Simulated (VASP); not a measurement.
A run of VASP 6.6.1 is set up as follows.

Contents of INCAR:

```
SYSTEM = HC4
ALGO     = Normal         ! electronic algorithm
DIPOL    = 0.5 0.5 0.231
EDIFF    = 1E-6           ! SCF threshold, eV
ENCUT    = 520            ! plane-wave cutoff, eV
GGA      = PE             ! functional
GGA_COMPAT= .FALSE.      
IDIPOL   = 3            
ISIF     = 2              ! what is computed and relaxed
ISMEAR   = 0              ! smearing method
IVDW     = 12             ! dispersion correction
LASPH    = .TRUE.         ! aspherical terms in the spheres
LCHARG   = .FALSE.        ! write CHGCAR
LDIPOL   = .TRUE.       
LREAL    = .FALSE.        ! projectors in reciprocal space
LWAVE    = .FALSE.        ! write WAVECAR
NBANDS   = 28             ! bands
NELM     = 120            ! most SCF steps
NELMDL   = -8           
PREC     = Accurate       ! precision mode
SIGMA    = 0.1            ! smearing width, eV
```

File KPOINTS:

```
k-points
0
G
  6 6 1
  0 0 0
```

POSCAR

```
HC4
1.0
    4.9314379192      0.0000000000      0.0000000000
   -2.4657189596      4.2707505152      0.0000000000
    0.0000000000      0.0000000000     18.0000000000
C H
8 2
Direct
    0.1666666667      0.3333333333      0.2222222222
    0.1666666667      0.8333333333      0.2222222222
    0.6666666667      0.3333333333      0.2222222222
    0.6666666667      0.8333333333      0.2222222222
    0.3333333333      0.1666666667      0.2222222222
    0.3333333333      0.6666666667      0.2222222222
    0.8333333333      0.1666666667      0.2222222222
    0.8333333333      0.6666666667      0.2222222222
    0.1286171483      0.3713828517      0.2650000000
    0.2047161850      0.2952838150      0.2650000000
```

Potentials or basis: VASP PAW PBE potentials, release 64 (C, H).

The run is started by

```bash
$ cat potpaw_PBE.64/C/POTCAR potpaw_PBE.64/H/POTCAR > POTCAR
$ mpirun -np 1 vasp_std > vasp.out
```

Task: Predict the largest force.

Result: 28.915 eV/Å.

Task: Estimate the band gap on the k mesh.

Result: 0.38 eV (least direct gap 0.63 eV).

Task: What does it give for the dispersion energy per atom?

Result: -0.078 eV.

Forces in eV/Å, atoms in the order of the input:
```
C    -0.964   0.557 -28.893
C     0.089  -0.172  -0.227
C     0.193   0.009  -0.227
C    -0.097   0.056  -0.173
C     5.480  -3.164  -2.268
C     0.161   6.281  -2.581
C    -5.359  -3.281  -2.581
C    -0.015   0.009   0.062
H   -12.231   7.061  18.369
H    12.742  -7.356  18.518
```
